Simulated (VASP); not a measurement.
PbI2, 3 atoms in the cell. Symmetry: P-3m1, No. 164, trigonal system. The conventional cell has a = 4.566 Å, b = 4.566 Å, c = 7.041 Å, α = 90.00°, β = 90.00°, γ = 120.00°. Within 4.3 Å of Pb (site symmetry -3m) lie 6 I at 3.24 Å. Within 4.3 Å of I (site symmetry 3m) lie 3 Pb at 3.24 Å and 3 I at 4.21 Å. 

```yaml
Program: VASP 6.6.1
Task: single point
Functional: PBE-based screened hybrid with 75 % exact exchange
Potentials_or_basis: VASP PAW PBE potentials, release 64 (Pb_d, I)
Cutoff: 400 eV
k_mesh: 6 × 6 × 2
Occupations: gaussian, width 0.01 eV
Spin: no spin polarisation
Dipole_correction: no
Grid_for_exact_exchange_PRECFOCK: Normal
Share_of_exact_exchange: 0.75
Further_INCAR_settings: ALGO = Normal; EDIFF = 1e-06; NBANDS = 21
Screening_parameter: 0.1 1/Å
```

Potentials or basis: VASP PAW PBE potentials, release 64 (Pb_d, I).

Launch:

```sh
$ cat potpaw_PBE.64/Pb_d/POTCAR potpaw_PBE.64/I/POTCAR > POTCAR
$ cp INCAR.step1 INCAR
$ mpirun -np 1 vasp_std > vasp.out
$ cp INCAR.step2 INCAR
$ mpirun -np 1 vasp_std > vasp.out
```

Hardware: 1 thread of Intel(R) Xeon(R) Platinum 8375C CPU @ 2.90GHz (Ice Lake), with other jobs on the host.

**Question.** How long does it take, and how much memory?

**Answer.** Run time: 71 min on 1 thread of Intel(R) Xeon(R) Platinum 8375C CPU @ 2.90GHz (Ice Lake) (shared host), peak memory 0.33 GiB. Counts: k points 14.
